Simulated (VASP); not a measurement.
A run of VASP 6.6.1 is set up as follows.

The input INCAR:

```
PREC = Accurate
ENCUT = 520
EDIFF = 1E-6
ISMEAR = 0
SIGMA = 0.1
LREAL = False
LASPH = True
NELM = 120
ALGO = Normal
ISIF = 2
LWAVE = False
LCHARG = True
GGA = CA
LELF = True
LVHAR = True
NBANDS = 26
GGA_COMPAT = False
```

Contents of KPOINTS:

```
regular mesh
0
Gamma
  3 3 5
```

Contents of POSCAR:

```
HC8
1.0
    2.4560580000      1.4180060000      6.6940220000
   -2.4560580000      1.4180060000      6.6940220000
    0.0000000000     -1.4180050000      3.3470110000
C H
8 1
Direct
    0.4180000398      0.4180000398      0.8359999639
    0.0819999602      0.0819999602      0.1640000361
    0.4180000398      0.9180000398      0.8359999639
    0.0819999602      0.5819999602      0.1640000361
    0.9180000398      0.4180000398      0.8359999639
    0.5819999602      0.0819999602      0.1640000361
    0.9180000398      0.9180000398      0.8359999639
    0.5819999602      0.5819999602      0.1640000361
    0.0357045133     -0.0035115802      1.0484876797
```

Potentials or basis: VASP PAW LDA potentials, release 64 (C, H).

Run with:

```console
$ cat potpaw_LDA.64/C/POTCAR potpaw_LDA.64/H/POTCAR > POTCAR
$ mpirun -np 1 vasp_std > vasp.out
```

**Question.** Predict the band gap on the k mesh.

**Answer.** Zero (an odd number of electrons rules out a gap without spin polarisation).

**Question.** Estimate the largest force.

**Answer.** 3.186 eV/Å.

Forces on the atoms (eV/Å):
```
C   -0.132  0.094 -0.892
C    0.181  0.003 -3.181
C    1.868  1.361  0.256
C    0.184 -0.598  0.802
C   -1.945  1.256  0.076
C    0.058 -0.521  0.817
C   -0.114 -1.879  1.042
C    0.178  0.253  0.905
H   -0.276  0.031  0.173
```

Caveat: the k points lie up to 0.50 Å⁻¹ apart, too coarse for converged energies and pressures of a metal.
